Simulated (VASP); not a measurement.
# C in VASP: notebook, part 2 of 2

VASP 6.6.1. The steps go on from the part before.

## (4) Single point, PBE (strain +0.050 along x and y, +0.050 along z)

INCAR

```
ALGO = Normal ; EDIFF = 1E-6
ENCUT = 520 ; GGA = PE
ISIF = 2 ; ISMEAR = 0
LASPH = True ; LCHARG = True
LELF = True ; LREAL = False
LVHAR = True ; LWAVE = False
NBANDS = 11 ; NELM = 60
PREC = Accurate ; SIGMA = 0.05
```

KPOINTS

```
k-points
0
Gamma
  12 12 12
```

POSCAR

```
C
1.0
    0.0000000000      1.8750244088      1.8750244088
    1.8750244088      0.0000000000      1.8750244088
    1.8750244088      1.8750244088      0.0000000000
C
2
Direct
    0.5000000000      0.5000000000      0.5000000000
    0.7500000000      0.7500000000      0.7500000000
```

Potentials or basis: VASP PAW PBE potentials, release 64 (C).

The run is started by

```sh
> cat potpaw_PBE.64/C/POTCAR > POTCAR
> mpirun -np 1 vasp_std > vasp.out
```

OUTCAR:

```text
EDIFF = 1E-6
   ENCUT = 520
   GGA = PE
   ISIF = 2
   ISMEAR = 0
   LASPH = True
   LREAL = False
   NELM = 60
   PREC = Accurate

 ion  position               nearest neighbor table
   1  0.500  0.500  0.500-   2 1.62   2 1.62   2 1.62   2 1.62
   2  0.750  0.750  0.750-   1 1.62   1 1.62   1 1.62   1 1.62

  LATTYP: Found a face centered cubic cell.
 ALAT       =     3.7500488176

  Lattice vectors:

 A1 = (   0.0000000000,   1.8750244088,   1.8750244088)
 A2 = (   1.8750244088,   0.0000000000,   1.8750244088)
 A3 = (   1.8750244088,   1.8750244088,   0.0000000000)

Analysis of symmetry for initial positions (statically):
=====================================================================
 Subroutine PRICEL returns:
 Original cell was already a primitive cell.

 Routine SETGRP: Setting up the symmetry group for a
 face centered cubic supercell.

 Subroutine GETGRP returns: Found 48 space group operations
 (whereof 24 operations were pure point group operations)
 out of a pool of 48 trial point group operations.

The static configuration has the point symmetry T_d .
 The point group associated with its full space group is O_h .

Analysis of symmetry for dynamics (positions and initial velocities):
=====================================================================
 Subroutine PRICEL returns:
 Original cell was already a primitive cell.

 Routine SETGRP: Setting up the symmetry group for a
 face centered cubic supercell.

 Subroutine GETGRP returns: Found 48 space group operations
 (whereof 24 operations were pure point group operations)
 out of a pool of 48 trial point group operations.

The dynamic configuration has the point symmetry T_d .
 The point group associated with its full space group is O_h .

 Subroutine INISYM returns: Found 48 space group operations
 (whereof 24 operations are pure point group operations),
 and found     1 'primitive' translations

----------------------------------------------------------------------------------------

                                     Primitive cell

  volume of cell :      13.1841

  direct lattice vectors                    reciprocal lattice vectors
     0.000000000  1.875024409  1.875024409    -0.266663195  0.266663195  0.266663195
     1.875024409  0.000000000  1.875024409     0.266663195 -0.266663195  0.266663195
     1.875024409  1.875024409  0.000000000     0.266663195  0.266663195 -0.266663195

  length of vectors
     2.651684949  2.651684949  2.651684949     0.461874203  0.461874203  0.461874203

  position of ions in fractional coordinates (direct lattice)
     0.500000000  0.500000000  0.500000000
     0.750000000  0.750000000  0.750000000

  ion indices of the primitive-cell ions
   primitive index   ion index
                 1           1
                 2           2

----------------------------------------------------------------------------------------

 KPOINTS: k-points

Automatic generation of k-mesh.
 Grid dimensions read from file:
 generate k-points for:   12   12   12

 Generating k-lattice:

  Cartesian coordinates                     Fractional coordinates (reciprocal lattice)
    -0.022221933  0.022221933  0.022221933     0.083333333  0.000000000  0.000000000
     0.022221933 -0.022221933  0.022221933     0.000000000  0.083333333  0.000000000
     0.022221933  0.022221933 -0.022221933     0.000000000  0.000000000  0.083333333

  Length of vectors
     0.038489517  0.038489517  0.038489517

  Shift w.r.t. Gamma in fractional coordinates (k-lattice)
     0.000000000  0.000000000  0.000000000

 Subroutine IBZKPT returns following result:
 ===========================================

 Found     72 irreducible k-points:

 Following reciprocal coordinates:
            Coordinates               Weight
  0.000000  0.000000  0.000000      1.000000
  0.083333  0.000000  0.000000      8.000000
  0.166667  0.000000  0.000000      8.000000
  0.250000  0.000000  0.000000      8.000000
  0.333333  0.000000  0.000000      8.000000
  0.416667  0.000000  0.000000      8.000000
[... 16 lines left out ...]
  0.500000  0.166667  0.000000     24.000000
 -0.416667  0.166667  0.000000     24.000000
 [... further k-points ...]
   k-points           NKPTS =     72   k-points in BZ     NKDIM =     72   number of bands    NBANDS=     11
   number of dos      NEDOS =    301   number of ions     NIONS =      2
   total plane-waves  NPLWV =   8000
   dimension x,y,z NGX =    20 NGY =   20 NGZ =   20
   dimension x,y,z NGXF=    40 NGYF=   40 NGZF=   40
   ions per type =               2
   NGX,Y,Z   is equivalent  to a cutoff of  12.54, 12.54, 12.54 a.u.
   NGXF,Y,Z  is equivalent  to a cutoff of  25.08, 25.08, 25.08 a.u.
 SYSTEM =  unknown system
   PREC   = accura    normal or accurate (medium, high low for compatibility)
   ISTART =      0    job   : 0-new  1-cont  2-samecut
   ICHARG =      2    charge: 1-file 2-atom 10-const
   ISPIN  =      1    spin polarized calculation?
   LNONCOLLINEAR =      F non collinear calculations
   LSORBIT =      F    spin-orbit coupling
   LASPH  =      T    aspherical Exc in radial PAW
   ENCUT  =  520.0 eV  38.22 Ry    6.18 a.u.   4.93  4.93  4.93*2*pi/ulx,y,z
   NELM   =     60;   NELMIN=  2; NELMDL= -5     # of ELM steps
   EDIFF  = 0.1E-05   stopping-criterion for ELM
   LREAL  =      F    real-space projection
   EDIFFG = 0.1E-04   stopping-criterion for IOM
   NSW    =      0    number of steps for IOM
   IBRION =     -1    ionic relax: 0-MD 1-quasi-New 2-CG
   NFREE  =      0    steps in history (QN), initial steepest desc. (CG)
   ISIF   =      2    stress and relaxation
   ISYM   =      2    0-nonsym 1-usesym 2-fastsym
   POTIM  = 0.5000    time-step for ionic-motion
   TEBEG  =    0.0;   TEEND  =   0.0 temperature during run
   PSTRESS=    0.0 pullay stress
   NELECT =       8.0000    total number of electrons
   NUPDOWN=      -1.0000    fix difference up-down
   EMIN   =  10.00;   EMAX   =-10.00  energy-range for DOS
   EFERMI =   0.00;   METHOD = LEGACY
   ISMEAR =     0;   SIGMA  =   0.05  broadening in eV -4-tet -1-fermi 0-gaus
   EFERMI_NEDOS =   21; number of points for ismear=-14 and -15
   IALGO  =     38    algorithm
   IMIX   =      4    mixing-type and parameters
     AMIX     =   0.40;   BMIX     =  1.00
     AMIX_MAG =   1.60;   BMIX_MAG =  1.00
  volume/ion in A,a.u.               =       6.59        44.49
  Fermi-wavevector in a.u.,A,eV,Ry     =   1.385972  2.619108 26.135695  1.920919
  Thomas-Fermi vector in A             =   2.510332
   LORBIT       =      0    0 simple, 1 ext, 2 COOP (PROOUT), +10 PAW based schemes
   GGA     = PE    functional components
   LHFCALC =     F    Hartree Fock is set to
   AEXX    =    0.0000 exact exchange contribution
   IVDW    =     0    specifies the selected vdW correction
   LEPSILON=     F    determine dielectric tensor
   LRPA    =     F    only Hartree local field effects (RPA)
 non-spin polarized calculation
 Gauss-broadening in eV      SIGMA  =   0.05
  energy-cutoff  :      520.00
  volume of cell :       13.18
 maximum number of plane-waves:       366
   NGX =  9   NGY =  9   NGZ =  9

 number of electron       7.9999999 magnetization

 Free energy of the ion-electron system (eV)
  ---------------------------------------------------
  ext. energy  EPLUGINS =         0.00000000
  ---------------------------------------------------
  free energy    TOTEN  =       -17.89008933 eV

  energy without entropy =      -17.89008933  energy(sigma->0) =      -17.89008933

 E-fermi :   7.9091     XC(G=0): -12.5085

 val. band max:        7.6737251659   @ k =   0.0000   0.0000   0.0000
 cond. band min:      11.4959525958   @ k =   0.3333   0.3333   0.0000
 fundamental gap:      3.8222274299
 Fermi energy:         7.9090987196

 k-point     1 :       0.0000    0.0000    0.0000
  band No.  band energies     occupation
      1     -11.8879      2.00000
      2       7.6737      2.00000
      3       7.6737      2.00000
      4       7.6737      2.00000
      5      12.8523      0.00000
      6      12.8523      0.00000
      7      12.8523      0.00000
      8      17.7357      0.00000
      9      25.1624      0.00000
     10      32.6280      0.00000
     11      32.6280      0.00000
[... 309 lines left out ...]
 k-point    24 :      -0.4167    0.1667    0.0000
  band No.  band energies     occupation
      1      -6.5103      2.00000
      2      -3.4702      2.00000
      3       2.7978      2.00000
      4       4.5745      2.00000
      5      14.4823      0.00000
      6      16.9497      0.00000
      7      17.0951      0.00000
      8      21.3440      0.00000
      9      25.5353      0.00000
     10      29.6329      0.00000
     11      30.2721      0.00000

 [... further k-points ...]
[... 5 lines left out ...]
  --------------------------------------------------------------------------------------
  -------------------------------------------------------------------------------------
  Total       -3.9395549     -3.9395549     -3.9395549      0.0000000      0.0000000     -0.0000000
  in kB     -478.7479923   -478.7479923   -478.7479923      0.0000000      0.0000000     -0.0000000
  external PRESSURE =    -478.7479923 kB  Pullay stress =       0.0000000 kB

 VOLUME and BASIS-vectors are now :
 -----------------------------------------------------------------------------
  energy-cutoff  :      520.00
  volume of cell :       13.18
      direct lattice vectors                 reciprocal lattice vectors
     0.000000000  1.875024409  1.875024409    -0.266663195  0.266663195  0.266663195
     1.875024409  0.000000000  1.875024409     0.266663195 -0.266663195  0.266663195
     1.875024409  1.875024409  0.000000000     0.266663195  0.266663195 -0.266663195

 POSITION                                       TOTAL-FORCE (eV/Angst)
 -----------------------------------------------------------------------------------
      1.87502      1.87502      1.87502         0.000000      0.000000      0.000000
      2.81254      2.81254      2.81254        -0.000000     -0.000000     -0.000000
 -----------------------------------------------------------------------------------
    total drift:                                0.000000     -0.000000      0.000000

  FREE ENERGIE OF THE ION-ELECTRON SYSTEM (eV)
  ---------------------------------------------------
  free  energy   TOTEN  =       -17.8900893262 eV

  energy  without entropy=      -17.8900893262  energy(sigma->0) =      -17.89008933
```

OSZICAR:

```text
N       E                     dE             d eps       ncg     rms          rms(c)
DAV:   1     0.235822406845E+01    0.23582E+01   -0.45394E+03  1640   0.682E+02
DAV:   2    -0.178421521965E+02   -0.20200E+02   -0.19550E+02  2097   0.127E+02
DAV:   3    -0.182735156870E+02   -0.43136E+00   -0.43042E+00  1857   0.142E+01
DAV:   4    -0.182743602571E+02   -0.84457E-03   -0.84455E-03  1702   0.807E-01
DAV:   5    -0.182743615174E+02   -0.12602E-05   -0.12602E-05  1860   0.288E-02    0.455E+00
DAV:   6    -0.179857777654E+02    0.28858E+00   -0.15202E-01  1638   0.266E+00    0.272E+00
DAV:   7    -0.178885727331E+02    0.97205E-01   -0.19733E-01  1677   0.306E+00    0.539E-01
DAV:   8    -0.178900159369E+02   -0.14432E-02   -0.59764E-03  1629   0.554E-01    0.394E-02
DAV:   9    -0.178900702938E+02   -0.54357E-04   -0.66369E-05  1887   0.650E-02    0.219E-02
DAV:  10    -0.178900893056E+02   -0.19012E-04   -0.17099E-05  1668   0.343E-02    0.465E-03
DAV:  11    -0.178900893262E+02   -0.20613E-07   -0.24807E-07  1367   0.435E-03
   1 F= -.17890089E+02 E0= -.17890089E+02  d E =-.116367E-13
```

stdout:

```text
POSCAR found type information on POSCAR C
 POSCAR found :  1 types and       2 ions
 scaLAPACK will be used
 LDA part: xc-table for (Slater+PW92), standard interpolation
 POSCAR, INCAR and KPOINTS ok, starting setup
 FFT: planning ... GRIDC
 FFT: planning ... GRID_SOFT
 FFT: planning ... GRID
 WAVECAR not read
 entering main loop
```

Wall time 3.8 s (1 thread of Intel Xeon 6975P-C (Granite Rapids), shared host); peak memory 0.12 GiB.

Results:

| Quantity | Value |
| --- | --- |
| Free energy | -17.8901 eV |
| Pressure | -47.9 GPa |
| Band gap on the k mesh | 3.82 eV, indirect (least direct gap 5.18 eV) |

Caveat: the cell differs from its parent crystal (strain +0.050 along x and y, +0.050 along z). A k mesh can miss the band edges.

## (5) Single point, PBE (strain -0.050 along x and y, +0.000 along z)

INCAR

```
ALGO     = Normal         # electronic algorithm
EDIFF    = 1E-6           # SCF threshold, eV
ENCUT    = 520            # plane-wave cutoff, eV
GGA      = PE             # functional
ISIF     = 2              # what is computed and relaxed
ISMEAR   = 0              # smearing method
LASPH    = T              # aspherical terms in the spheres
LCHARG   = F              # write CHGCAR
LREAL    = F              # projectors in reciprocal space
LWAVE    = F              # write WAVECAR
NBANDS   = 11             # bands
NELM     = 100            # most SCF steps
PREC     = Accurate       # precision mode
SIGMA    = 0.05           # smearing width, eV
```

KPOINTS is that of step 4.

POSCAR

```
C
1.0
    0.0000000000      1.6964506556      1.7857375322
    1.6964506556      0.0000000000      1.7857375322
    1.6964506556      1.6964506556      0.0000000000
C
2
Direct
    0.5000000000      0.5000000000      0.5000000000
    0.7500000000      0.7500000000      0.7500000000
```

Potentials or basis: VASP PAW PBE potentials, release 64 (C).

The run is started by

```sh
> cat potpaw_PBE.64/C/POTCAR > POTCAR
> mpirun -np 1 vasp_std > vasp.out
```

OUTCAR:

```text
EDIFF = 1E-6
   ENCUT = 520
   GGA = PE
   ISIF = 2
   ISMEAR = 0
   LASPH = T
   LREAL = F
   NELM = 100
   PREC = Accurate

 ion  position               nearest neighbor table
   1  0.500  0.500  0.500-   2 1.50   2 1.50   2 1.50   2 1.50
   2  0.750  0.750  0.750-   1 1.50   1 1.50   1 1.50   1 1.50

  LATTYP: Found a body centered tetragonal cell.
 ALAT       =     2.3991435250
 C/A-ratio  =     1.4886458551

  Lattice vectors:

 A1 = (  -1.6964506556,   0.0000000000,   1.7857375322)
 A2 = (   1.6964506556,   0.0000000000,   1.7857375322)
 A3 = (   0.0000000000,   1.6964506556,  -1.7857375322)

Analysis of symmetry for initial positions (statically):
=====================================================================
 Subroutine PRICEL returns:
 Original cell was already a primitive cell.

 Routine SETGRP: Setting up the symmetry group for a
 body centered tetragonal supercell.

 Subroutine GETGRP returns: Found 16 space group operations
 (whereof  8 operations were pure point group operations)
 out of a pool of 16 trial point group operations.

The static configuration has the point symmetry D_2d.
 The point group associated with its full space group is D_4h.

Analysis of symmetry for dynamics (positions and initial velocities):
=====================================================================
 Subroutine PRICEL returns:
 Original cell was already a primitive cell.

 Routine SETGRP: Setting up the symmetry group for a
 body centered tetragonal supercell.

 Subroutine GETGRP returns: Found 16 space group operations
 (whereof  8 operations were pure point group operations)
 out of a pool of 16 trial point group operations.

The dynamic configuration has the point symmetry D_2d.
 The point group associated with its full space group is D_4h.

 Subroutine INISYM returns: Found 16 space group operations
 (whereof  8 operations are pure point group operations),
 and found     1 'primitive' translations

[... 116 lines left out ...]
  Fermi-wavevector in a.u.,A,eV,Ry     =   1.505895  2.845730 30.854215  2.267721
  Thomas-Fermi vector in A             =   2.616684
   LORBIT       =      0    0 simple, 1 ext, 2 COOP (PROOUT), +10 PAW based schemes
   GGA     = PE    functional components
   LHFCALC =     F    Hartree Fock is set to
   AEXX    =    0.0000 exact exchange contribution
   IVDW    =     0    specifies the selected vdW correction
   LEPSILON=     F    determine dielectric tensor
   LRPA    =     F    only Hartree local field effects (RPA)
 non-spin polarized calculation
 Gauss-broadening in eV      SIGMA  =   0.05
  energy-cutoff  :      520.00
  volume of cell :       10.28
 maximum number of plane-waves:       292
   NGX =  9   NGY =  9   NGZ =  9

 number of electron       7.9999998 magnetization

 Free energy of the ion-electron system (eV)
  ---------------------------------------------------
  ext. energy  EPLUGINS =         0.00000000
  ---------------------------------------------------
  free energy    TOTEN  =       -17.94620105 eV

  energy without entropy =      -17.94620105  energy(sigma->0) =      -17.94620105

 E-fermi :  11.8325     XC(G=0): -13.7554

 val. band max:       11.5071768849   @ k =   0.0000   0.0000   0.0000
 cond. band min:      15.2019942869   @ k =   0.3333   0.0000   0.3333
 fundamental gap:      3.6948174020
 Fermi energy:        11.8324882521

 k-point     1 :       0.0000    0.0000    0.0000
  band No.  band energies     occupation
      1     -11.6355      2.00000
      2      10.6285      2.00000
      3      11.5072      2.00000
      4      11.5072      2.00000
      5      16.8835      0.00000
      6      16.8835      0.00000
      7      17.5474      0.00000
      8      26.8273      0.00000
      9      31.8529      0.00000
     10      37.1035      0.00000
     11      38.0117      0.00000
[... 309 lines left out ...]
 k-point    24 :      -0.4167    0.1667    0.0000
  band No.  band energies     occupation
      1      -4.7892      2.00000
      2      -2.4666      2.00000
      3       4.7296      2.00000
      4       7.8380      2.00000
      5      19.7466      0.00000
      6      22.2021      0.00000
      7      23.3000      0.00000
      8      27.9912      0.00000
      9      32.2209      0.00000
     10      36.6180      0.00000
     11      37.5344      0.00000

 [... further k-points ...]
[... 5 lines left out ...]
  --------------------------------------------------------------------------------------
  -------------------------------------------------------------------------------------
  Total        4.7031213      4.7031213      1.1331158      0.0000000      0.0000000      0.0000000
  in kB      733.1058323    733.1058323    176.6260665      0.0000000      0.0000000      0.0000000
  external PRESSURE =     547.6125770 kB  Pullay stress =       0.0000000 kB

 VOLUME and BASIS-vectors are now :
 -----------------------------------------------------------------------------
  energy-cutoff  :      520.00
  volume of cell :       10.28
      direct lattice vectors                 reciprocal lattice vectors
     0.000000000  1.696450656  1.785737532    -0.294733005  0.294733005  0.279996355
     1.696450656  0.000000000  1.785737532     0.294733005 -0.294733005  0.279996355
     1.696450656  1.696450656  0.000000000     0.294733005  0.294733005 -0.279996355

 POSITION                                       TOTAL-FORCE (eV/Angst)
 -----------------------------------------------------------------------------------
      1.69645      1.69645      1.78574        -0.000000     -0.000000      0.000000
      2.54468      2.54468      2.67861         0.000000      0.000000     -0.000000
 -----------------------------------------------------------------------------------
    total drift:                                0.000000     -0.000000      0.000000

  FREE ENERGIE OF THE ION-ELECTRON SYSTEM (eV)
  ---------------------------------------------------
  free  energy   TOTEN  =       -17.9462010536 eV

  energy  without entropy=      -17.9462010536  energy(sigma->0) =      -17.94620105
```

It took 5.5 s on 1 thread of Intel Xeon 6975P-C (Granite Rapids), shared host; peak memory 0.12 GiB.

What came out:

```yaml
Free_energy: -17.9462 eV
Pressure: 54.8 GPa
Band_gap_on_the_k_mesh: 3.69 eV, indirect (least direct gap 5.38 eV)
```

Stress tensor (GPa, compression positive):
```
73.31  0.00  0.00
 0.00 73.31  0.00
 0.00  0.00 17.66
```

Levels at points of the mesh, in eV from the valence-band top:
| k point | band 1 | band 2 | band 3 | band 4 | band 5 | band 6 | band 7 | band 8 |
| --- | --- | --- | --- | --- | --- | --- | --- | --- |
| (0.00, 0.00, 0.00) | -23.14 | -0.88 | 0.00 | 0.00 | 5.38 | 5.38 | 6.04 | 15.32 |
| (0.50, 0.00, 0.00) | -16.76 | -14.80 | -3.87 | -2.83 | 7.80 | 8.84 | 10.45 | 16.33 |
| (0.50, 0.50, 0.00) | -14.36 | -14.36 | -6.64 | -6.64 | 5.54 | 5.54 | 17.86 | 17.86 |
| (0.50, 0.00, 0.50) | -13.49 | -13.49 | -7.46 | -7.46 | 4.26 | 4.26 | 18.00 | 18.00 |

Caveat: the cell differs from its parent crystal (strain -0.050 along x and y, +0.000 along z). A k mesh can miss the band edges.

## (6) The runs side by side

```tsv
cell	gap on the mesh (eV)	pressure (GPa)
a = 2.462 Å, angles 60.0°, 2 atoms	4.32	38.8
a = 2.589 Å, angles 60.0°, 2 atoms	3.98	-27.5
a = 2.652 Å, angles 60.0°, 2 atoms	3.82	-47.9
a = 2.463, b = 2.463, c = 2.399 Å, angles 60.9, 60.9, 58.3°, 2 atoms	3.69	54.8
```

Alike in all rows: task single point; level PBE; potentials or basis VASP PAW PBE potentials, release 64 (C); no spin polarisation; k mesh 12 × 12 × 12; cutoff (eV) 520; smearing gaussian 0.05 eV.

Total energies depend on the potentials used, so only differences within one code and one set of settings carry meaning.
